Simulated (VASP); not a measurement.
# ZnS (F-43m) in VASP: further runs

ZnS is run at these levels: PBE0, PBEsol, HSE06; tasks: single point, relaxation of cell and atoms.

Everything below comes from runs of VASP 6.6.1. Logs are shortened: lines on timing, memory, paths and dates and some standing lists are left out, and cuts for length are marked.

## (1) The cell of the first run

The structure is cubic, space group F-43m (No. 216). The conventional cell has a = 5.356 Å, b = 5.356 Å, c = 5.356 Å, α = 90.00°, β = 90.00°, γ = 90.00°. Within 3.1 Å of Zn (site symmetry -43m) lie 4 S at 2.32 Å. Within 3.1 Å of S (site symmetry -43m) lie 4 Zn at 2.32 Å.

## (2) Single point, PBE0

POSCAR reads:

```
ZnS
1.0
    0.0000000000      2.6777701680      2.6777701680
    2.6777701680      0.0000000000      2.6777701680
    2.6777701680      2.6777701680      0.0000000000
Zn S
1 1
Direct
    0.2500000000      0.2500000000      0.2500000000
    0.0000000000      0.0000000000      0.0000000000
```

INCAR.step1 reads:

```
  ALGO = Normal
  EDIFF = 1E-5
  ENCUT = 520
  GGA = PE
  ISIF = 2
  ISMEAR = 0
  LASPH = T
  LCHARG = F
  LREAL = F
  LWAVE = T
  NBANDS = 16
  NELM = 60
  PREC = Accurate
  SIGMA = 0.01
```

INCAR.step2 reads:

```
  AEXX = 0.25
  ALGO = Normal
  EDIFF = 1E-6
  ENCUT = 520
  GGA = PE
  ISIF = 2
  ISMEAR = 0
  ISTART = 1
  LASPH = T
  LCHARG = F
  LHFCALC = T
  LREAL = F
  LWAVE = F
  NBANDS = 16
  NELM = 60
  PREC = Accurate
  PRECFOCK = Normal
  SIGMA = 0.01
```

KPOINTS reads:

```
k-points
0
Gamma
  6 6 6
```

Potentials or basis: VASP PAW PBE potentials, release 64 (Zn, S).

On the command line:

```sh
$ cat potpaw_PBE.64/Zn/POTCAR potpaw_PBE.64/S/POTCAR > POTCAR
$ cp INCAR.step1 INCAR
$ mpirun -np 1 vasp_std > vasp.out
$ cp INCAR.step2 INCAR
$ mpirun -np 1 vasp_std > vasp.out
```

OUTCAR:

```text
AEXX = 0.25
   EDIFF = 1E-6
   ENCUT = 520
   GGA = PE
   ISIF = 2
   ISMEAR = 0
   ISTART = 1
   LASPH = T
   LHFCALC = T
   LREAL = F
   NELM = 60
   PREC = Accurate
   PRECFOCK = Normal

 ion  position               nearest neighbor table
   1  0.250  0.250  0.250-   2 2.32   2 2.32   2 2.32   2 2.32
   2  0.000  0.000  0.000-   1 2.32   1 2.32   1 2.32   1 2.32

  LATTYP: Found a face centered cubic cell.
 ALAT       =     5.3555403360

  Lattice vectors:

 A1 = (   0.0000000000,   2.6777701680,   2.6777701680)
 A2 = (   2.6777701680,   0.0000000000,   2.6777701680)
 A3 = (   2.6777701680,   2.6777701680,   0.0000000000)

Analysis of symmetry for initial positions (statically):
=====================================================================
 Subroutine PRICEL returns:
 Original cell was already a primitive cell.

 Routine SETGRP: Setting up the symmetry group for a
 face centered cubic supercell.

 Subroutine GETGRP returns: Found 24 space group operations
 (whereof 24 operations were pure point group operations)
 out of a pool of 48 trial point group operations.

The static configuration has the point symmetry T_d .

Analysis of symmetry for dynamics (positions and initial velocities):
=====================================================================
 Subroutine PRICEL returns:
 Original cell was already a primitive cell.

 Routine SETGRP: Setting up the symmetry group for a
 face centered cubic supercell.

 Subroutine GETGRP returns: Found 24 space group operations
 (whereof 24 operations were pure point group operations)
 out of a pool of 48 trial point group operations.

The dynamic configuration has the point symmetry T_d .

 Subroutine INISYM returns: Found 24 space group operations
 (whereof 24 operations are pure point group operations),
 and found     1 'primitive' translations

----------------------------------------------------------------------------------------

                                     Primitive cell

  volume of cell :      38.4017

  direct lattice vectors                    reciprocal lattice vectors
     0.000000000  2.677770168  2.677770168    -0.186722522  0.186722522  0.186722522
     2.677770168  0.000000000  2.677770168     0.186722522 -0.186722522  0.186722522
     2.677770168  2.677770168  0.000000000     0.186722522  0.186722522 -0.186722522

  length of vectors
     3.786938889  3.786938889  3.786938889     0.323412896  0.323412896  0.323412896

  position of ions in fractional coordinates (direct lattice)
     0.250000000  0.250000000  0.250000000
     0.000000000  0.000000000  0.000000000

  ion indices of the primitive-cell ions
   primitive index   ion index
                 1           1
                 2           2

----------------------------------------------------------------------------------------

 KPOINTS: k-points

Automatic generation of k-mesh.
 Grid dimensions read from file:
 generate k-points for:    6    6    6

 Generating k-lattice:

  Cartesian coordinates                     Fractional coordinates (reciprocal lattice)
    -0.031120420  0.031120420  0.031120420     0.166666667  0.000000000  0.000000000
     0.031120420 -0.031120420  0.031120420     0.000000000  0.166666667  0.000000000
     0.031120420  0.031120420 -0.031120420     0.000000000  0.000000000  0.166666667

  Length of vectors
     0.053902149  0.053902149  0.053902149

  Shift w.r.t. Gamma in fractional coordinates (k-lattice)
     0.000000000  0.000000000  0.000000000

 Subroutine IBZKPT returns following result:
 ===========================================

 Found     16 irreducible k-points:

 Following reciprocal coordinates:
            Coordinates               Weight
  0.000000  0.000000  0.000000      1.000000
  0.166667  0.000000  0.000000      8.000000
  0.333333  0.000000  0.000000      8.000000
  0.500000  0.000000  0.000000      4.000000
  0.166667  0.166667  0.000000      6.000000
  0.333333  0.166667  0.000000     24.000000
[... 8 lines left out ...]
 -0.333333  0.333333  0.166667     24.000000
 -0.333333  0.500000  0.166667     12.000000
   k-points           NKPTS =     16   k-points in BZ     NKDIM =    216   number of bands    NBANDS=     16
   number of dos      NEDOS =    301   number of ions     NIONS =      2
   total plane-waves  NPLWV =  21952
   dimension x,y,z NGX =    28 NGY =   28 NGZ =   28
   dimension x,y,z NGXF=    56 NGYF=   56 NGZF=   56
   ions per type =               1   1
   NGX,Y,Z   is equivalent  to a cutoff of  12.29, 12.29, 12.29 a.u.
   NGXF,Y,Z  is equivalent  to a cutoff of  24.58, 24.58, 24.58 a.u.
 SYSTEM =  unknown system
   PREC   = accura    normal or accurate (medium, high low for compatibility)
   ISTART =      1    job   : 0-new  1-cont  2-samecut
   ICHARG =      0    charge: 1-file 2-atom 10-const
   ISPIN  =      1    spin polarized calculation?
   LNONCOLLINEAR =      F non collinear calculations
   LSORBIT =      F    spin-orbit coupling
   LASPH  =      T    aspherical Exc in radial PAW
   ENCUT  =  520.0 eV  38.22 Ry    6.18 a.u.   7.04  7.04  7.04*2*pi/ulx,y,z
   NELM   =     60;   NELMIN=  2; NELMDL=  0     # of ELM steps
   EDIFF  = 0.1E-05   stopping-criterion for ELM
   LREAL  =      F    real-space projection
   EDIFFG = 0.1E-04   stopping-criterion for IOM
   NSW    =      0    number of steps for IOM
   IBRION =     -1    ionic relax: 0-MD 1-quasi-New 2-CG
   NFREE  =      0    steps in history (QN), initial steepest desc. (CG)
   ISIF   =      2    stress and relaxation
   ISYM   =      3    0-nonsym 1-usesym 2-fastsym
   POTIM  = 0.5000    time-step for ionic-motion
   TEBEG  =    0.0;   TEEND  =   0.0 temperature during run
   PSTRESS=    0.0 pullay stress
   NELECT =      18.0000    total number of electrons
   NUPDOWN=      -1.0000    fix difference up-down
   EMIN   =  10.00;   EMAX   =-10.00  energy-range for DOS
   EFERMI =   0.00;   METHOD = LEGACY
   ISMEAR =     0;   SIGMA  =   0.01  broadening in eV -4-tet -1-fermi 0-gaus
   EFERMI_NEDOS =   21; number of points for ismear=-14 and -15
   IALGO  =     38    algorithm
   IMIX   =      1    mixing-type and parameters
     AMIX     =   0.40;   BMIX     =  1.00
     AMIX_MAG =   1.60;   BMIX_MAG =  1.00
  volume/ion in A,a.u.               =      19.20       129.57
  Fermi-wavevector in a.u.,A,eV,Ry     =   1.271693  2.403152 22.003393  1.617204
  Thomas-Fermi vector in A             =   2.404612
   LORBIT       =      0    0 simple, 1 ext, 2 COOP (PROOUT), +10 PAW based schemes
   GGA     = PE    functional components
   LHFCALC =     T    Hartree Fock is set to
   PRECFOCK=normal    Normal, Fast or Accurate (Low or Medium for compatibility)
   ENCUT4O =  -1.0   cutoff for four orbital integrals eV
   NKREDX  =     1    reduce k-point grid by
   NKREDY  =     1    reduce k-point grid by
   NKREDZ  =     1    reduce k-point grid by
   AEXX    =    0.2500 exact exchange contribution
   HFSCREEN=    0.0000 screening length (either q_TF or 0.3 A-1)
   HFSCREENC=   0.0000 screening length for correlation (either q_TF or 0.3 A-1)
   ENCUTFOCK=  -1.0 apply spherical cutoff to Coloumb kernel
   IVDW    =     0    specifies the selected vdW correction
   LEPSILON=     F    determine dielectric tensor
   LRPA    =     F    only Hartree local field effects (RPA)
 non-spin polarized calculation
 Gauss-broadening in eV      SIGMA  =   0.01
  energy-cutoff  :      520.00
  volume of cell :       38.40
 maximum number of plane-waves:      1056
  NGX = 24; NGY = 24; NGZ = 24

 number of electron      18.0000016 magnetization

 Free energy of the ion-electron system (eV)
  ---------------------------------------------------
  ext. energy  EPLUGINS =         0.00000000
  ---------------------------------------------------
  free energy    TOTEN  =        -8.92649325 eV

  energy without entropy =       -8.92649325  energy(sigma->0) =       -8.92649325

 E-fermi :   1.3198     XC(G=0):  -7.6920

 val. band max:        1.2585219443   @ k =   0.0000   0.0000   0.0000
 cond. band min:       5.4032727749   @ k =   0.0000   0.0000   0.0000
 fundamental gap:      4.1447508306
 Fermi energy:         1.3198149536

 k-point     1 :       0.0000    0.0000    0.0000
  band No.  band energies     occupation
      1     -13.3291      2.00000
      2      -6.7350      2.00000
      3      -6.7350      2.00000
      4      -6.7350      2.00000
      5      -6.2587      2.00000
      6      -6.2587      2.00000
[... 8 lines left out ...]
     15      15.2642      0.00000
     16      15.5303      0.00000

 k-point     2 :       0.1667    0.0000    0.0000
  band No.  band energies     occupation
      1     -13.0997      2.00000
      2      -6.6998      2.00000
      3      -6.6998      2.00000
      4      -6.6992      2.00000
      5      -6.2609      2.00000
      6      -6.2609      2.00000
[... 8 lines left out ...]
     15      14.3679      0.00000
     16      16.1822      0.00000

 k-point     3 :       0.3333    0.0000    0.0000
  band No.  band energies     occupation
      1     -12.5814      2.00000
      2      -6.6413      2.00000
      3      -6.6413      2.00000
      4      -6.4606      2.00000
      5      -6.2488      2.00000
      6      -6.2488      2.00000
[... 8 lines left out ...]
     15      15.0854      0.00000
     16      15.2781      0.00000

 k-point     4 :       0.5000    0.0000    0.0000
  band No.  band energies     occupation
      1     -12.2836      2.00000
      2      -6.6205      2.00000
      3      -6.6205      2.00000
      4      -6.2318      2.00000
      5      -6.2318      2.00000
      6      -6.0105      2.00000
[... 8 lines left out ...]
     15      17.1189      0.00000
     16      17.1189      0.00000

 k-point     5 :       0.1667    0.1667    0.0000
  band No.  band energies     occupation
      1     -13.0232      2.00000
      2      -6.7311      2.00000
      3      -6.6660      2.00000
      4      -6.6660      2.00000
      5      -6.2843      2.00000
      6      -6.2408      2.00000
[... 8 lines left out ...]
     15      15.6503      0.00000
     16      17.7950      0.00000

 k-point     6 :       0.3333    0.1667    0.0000
  band No.  band energies     occupation
      1     -12.5969      2.00000
      2      -6.6627      2.00000
      3      -6.5966      2.00000
      4      -6.5501      2.00000
      5      -6.2709      2.00000
      6      -6.2256      2.00000
[... 8 lines left out ...]
     15      16.1422      0.00000
     16      17.5353      0.00000
[... 115 lines left out ...]
 k-point    13 :       0.5000    0.5000    0.0000
  band No.  band energies     occupation
      1     -11.9363      2.00000
      2      -6.6378      2.00000
      3      -6.4044      2.00000
      4      -6.4044      2.00000
      5      -6.1864      2.00000
      6      -5.9718      2.00000
[... 8 lines left out ...]
     15      17.3993      0.00000
     16      18.2590      0.00000

 k-point    14 :       0.5000    0.3333    0.1667
  band No.  band energies     occupation
      1     -12.2248      2.00000
      2      -6.5904      2.00000
      3      -6.5547      2.00000
      4      -6.4078      2.00000
      5      -6.2331      2.00000
      6      -6.1292      2.00000
[... 8 lines left out ...]
     15      17.7689      0.00000
     16      18.4416      0.00000

 k-point    15 :      -0.3333    0.3333    0.1667
  band No.  band energies     occupation
      1     -12.0241      2.00000
      2      -6.5767      2.00000
      3      -6.5159      2.00000
      4      -6.3118      2.00000
      5      -6.2577      2.00000
      6      -5.8635      2.00000
[... 8 lines left out ...]
     15      17.4681      0.00000
     16      18.2869      0.00000

 k-point    16 :      -0.3333    0.5000    0.1667
  band No.  band energies     occupation
      1     -11.9323      2.00000
      2      -6.5805      2.00000
      3      -6.4627      2.00000
      4      -6.3558      2.00000
      5      -6.2332      2.00000
      6      -5.8296      2.00000
[... 8 lines left out ...]
     15      17.7425      0.00000
     16      18.5837      0.00000

------------------------ aborting loop because EDIFF is reached ----------------------------------------

  FORCE on cell =-STRESS in cart. coord.  units (eV):
  Direction    XX          YY          ZZ          XY          YZ          ZX
  --------------------------------------------------------------------------------------
  -------------------------------------------------------------------------------------
  Total        0.6940970      0.6940970      0.6940970      0.0000000      0.0000000     -0.0000000
  in kB       28.9588190     28.9588190     28.9588190      0.0000000      0.0000000     -0.0000000
  external PRESSURE =      28.9588190 kB  Pullay stress =       0.0000000 kB

 VOLUME and BASIS-vectors are now :
 -----------------------------------------------------------------------------
  energy-cutoff  :      520.00
  volume of cell :       38.40
      direct lattice vectors                 reciprocal lattice vectors
     0.000000000  2.677770168  2.677770168    -0.186722522  0.186722522  0.186722522
     2.677770168  0.000000000  2.677770168     0.186722522 -0.186722522  0.186722522
     2.677770168  2.677770168  0.000000000     0.186722522  0.186722522 -0.186722522

 POSITION                                       TOTAL-FORCE (eV/Angst)
 -----------------------------------------------------------------------------------
      1.33889      1.33889      1.33889        -0.000000     -0.000000     -0.000000
      0.00000      0.00000      0.00000         0.000000      0.000000      0.000000
 -----------------------------------------------------------------------------------
    total drift:                               -0.000141     -0.000092     -0.000072

  FREE ENERGIE OF THE ION-ELECTRON SYSTEM (eV)
  ---------------------------------------------------
  free  energy   TOTEN  =        -8.9264932494 eV

  energy  without entropy=       -8.9264932494  energy(sigma->0) =       -8.92649325
```

Run time: 35 min. Hardware: 1 thread of Intel Xeon Platinum 8259CL at 2.50GHz (Skylake/Cascade Lake), shared host; peak memory 0.18 GiB.

What came out:

```
Free energy            : -8.9265 eV
Pressure               : 2.9 GPa
Band gap on the k mesh : 4.14 eV
```

Caveat: the PAW data sets were made with another functional, which shifts forces and pressure a little.

## (3) Single point, PBEsol

This run uses another cell than the first one, of 18.17 Å³/atom.

INCAR reads:

```
PREC = Accurate ; ENCUT = 520
EDIFF = 1E-6 ; ISMEAR = 0
SIGMA = 0.01 ; LREAL = False
LASPH = True ; NELM = 100
ALGO = Normal ; ISIF = 2
LWAVE = False ; LCHARG = False
GGA = PS ; NBANDS = 16
```

KPOINTS reads:

```
Automatic mesh
0
Gamma
  10 10 10
```

POSCAR reads:

```
ZnS
1.0
    0.0000000000      2.6287753368      2.6287753368
    2.6287753368      0.0000000000      2.6287753368
    2.6287753368      2.6287753368      0.0000000000
Zn S
1 1
Direct
    0.2500000000      0.2500000000      0.2500000000
    0.0000000000      0.0000000000      0.0000000000
```

Potentials or basis: VASP PAW PBE potentials, release 64 (Zn, S).

On the command line:

```sh
$ cat potpaw_PBE.64/Zn/POTCAR potpaw_PBE.64/S/POTCAR > POTCAR
$ mpirun -np 1 vasp_std > vasp.out
```

It took 36 s on 1 thread of Intel Xeon 8259CL, shared host; peak memory 0.16 GiB.

The run converged. Its results:

- Free energy: -7.5546 eV
- Pressure: 5.2 GPa
- Band gap on the k mesh: 2.34 eV

Levels at points of the mesh, in eV from the valence-band top:
| k point | band 5 | band 6 | band 7 | band 8 | band 9 | band 10 | band 11 | band 12 | band 13 | band 14 |
| --- | --- | --- | --- | --- | --- | --- | --- | --- | --- | --- |
| (0.00, 0.00, 0.00) | -6.14 | -6.14 | 0.00 | 0.00 | 0.00 | 2.34 | 6.24 | 6.24 | 6.24 | 11.83 |
| (0.50, 0.00, 0.00) | -6.11 | -6.00 | -5.85 | -1.00 | -1.00 | 3.35 | 6.77 | 6.77 | 8.98 | 12.37 |
| (0.50, 0.50, 0.00) | -6.05 | -5.90 | -4.94 | -2.57 | -2.57 | 3.04 | 3.93 | 11.45 | 12.45 | 12.45 |

Caveat: the cell stands under pressure; the PAW data sets were made with another functional, which shifts forces and pressure a little.

## (4) Relaxation of cell and atoms, PBEsol, target pressure 5 GPa, at which the enthalpy is minimised

INCAR reads:

```
PREC     = Accurate       # precision mode
ENCUT    = 600            # plane-wave cutoff, eV
EDIFF    = 1E-7           # SCF threshold, eV
ISMEAR   = 0              # smearing method
SIGMA    = 0.01           # smearing width, eV
LREAL    = False          # projectors in reciprocal space
LASPH    = True           # aspherical terms in the spheres
NELM     = 80             # most SCF steps
ALGO     = Normal         # electronic algorithm
ISIF     = 3              # what is computed and relaxed
LWAVE    = False          # write WAVECAR
LCHARG   = False          # write CHGCAR
GGA      = PS             # functional
IBRION   = 2              # ionic algorithm
NSW      = 80             # ionic steps
EDIFFG   = -0.001         # ionic threshold
PSTRESS  = 50.0
```

KPOINTS is that of step 3.

POSCAR reads:

```
ZnS
1.0
    0.0000000000      2.6782323768      2.6782323768
    2.6782323768      0.0000000000      2.6782323768
    2.6782323768      2.6782323768      0.0000000000
Zn S
1 1
Direct
    0.2500000000      0.2500000000      0.2500000000
    0.0000000000      0.0000000000      0.0000000000
```

On the command line:

```sh
$ cat potpaw_PBE.64/Zn/POTCAR potpaw_PBE.64/S/POTCAR > POTCAR
$ mpirun -np 1 vasp_std > vasp.out
```

Run time: 2 min. Hardware: 1 thread of Intel Xeon 8259CL, shared host; peak memory 0.19 GiB.

Results (log left out):

- Free energy: -7.5580 eV
- Relaxed volume: 18.21 Å³/atom
- Relaxed cell: a = 3.721 Å, b = 3.721 Å, c = 3.721 Å, α = 60.00°, β = 60.00°, γ = 60.00°
- Space group after relaxing (to 0.1 Å): F-43m (No. 216)
- Energy change on relaxing (the run minimises the enthalpy): +15.5 meV/atom
- Ionic steps: 3
- Pressure after relaxing: 5.0 GPa
- Band gap on the k mesh: 2.33 eV

The path:
```csv
step,energy change (eV),largest force (eV/Å),pressure (GPa),volume (Å³)
1,0.0000,0.0000,0.20,38.42
2,0.0766,0.0000,8.30,35.31
3,0.0310,0.0000,4.99,36.42
```

Final structure:
```
CELL_PARAMETERS angstrom
0.00000 2.63086 2.63086
2.63086 0.00000 2.63086
2.63086 2.63086 0.00000
ATOMIC_POSITIONS crystal
Zn 0.25000 0.25000 0.25000
S 0.00000 0.00000 0.00000
```

Levels at points of the mesh, in eV from the valence-band top:
| k point | band 5 | band 6 | band 7 | band 8 | band 9 | band 10 | band 11 | band 12 | band 13 |
| --- | --- | --- | --- | --- | --- | --- | --- | --- | --- |
| (0.00, 0.00, 0.00) | -6.14 | -6.14 | 0.00 | 0.00 | 0.00 | 2.33 | 6.24 | 6.24 | 6.24 |
| (0.50, 0.00, 0.00) | -6.10 | -5.99 | -5.84 | -1.00 | -1.00 | 3.34 | 6.77 | 6.77 | 8.97 |
| (0.50, 0.50, 0.00) | -6.04 | -5.89 | -4.93 | -2.56 | -2.56 | 3.05 | 3.93 | 11.43 | 12.43 |

Caveat: the cell is relaxed towards a set pressure, so the run minimises the enthalpy, not the energy; the PAW data sets were made with another functional, which shifts forces and pressure a little.

(Part 1 of 2 ends here.)
